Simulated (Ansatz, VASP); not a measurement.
Ni2Ge in VASP and in Ansatz

```
Ni Ge
1.0
     3.65989    0.00000    0.00000
    -1.82994    3.16956    0.00000
     0.00000    0.00000    5.23887
Ni Ge
4 2
Direct
  0.66667 0.33333 0.25000
  0.33333 0.66667 0.75000
  0.00000 0.00000 0.00000
  0.00000 0.00000 0.50000
  0.66667 0.33333 0.75000
  0.33333 0.66667 0.25000
```

Change from the starting cell: strain -0.080 along x and y, +0.040 along z, atoms carried along.

Alike in both runs: task single point; functional r2SCAN; k mesh 12 × 12 × 10; occupations gaussian, width 0.15 eV; no spin polarisation.

|  | VASP | Ansatz |
| --- | --- | --- |
| version | VASP 6.6.1 | Ansatz 0.2.0 |
| potentials or method | VASP PAW PBE potentials, release 64 (Ni, Ge_d), cutoff 520 eV | scalar-relativistic, plane waves, PAW |
| valence electrons in the cell | 68 | 100 |

Ansatz gave:

- gap on the k mesh at the Fermi level (eV): none
- pressure (GPa): 43.1
- traceless stress, the component that is largest in VASP (GPa): -29.14

**Question.** What did VASP give for the same quantities?

**Answer.** gap on the k mesh at the Fermi level (eV): none; pressure (GPa): 43.6; traceless stress, the component that is largest in VASP (GPa): -29.44.

VASP's potentials were made for PBE, not for r2SCAN. A gap of «none» marks a metal or a gap that the smearing closes. Both programs put the cell under a high pressure, so it lies far from rest at this level. VASP's potentials hold 68 valence electrons a cell and Ansatz's 100, so a difference there can come from the potentials and not from the codes.
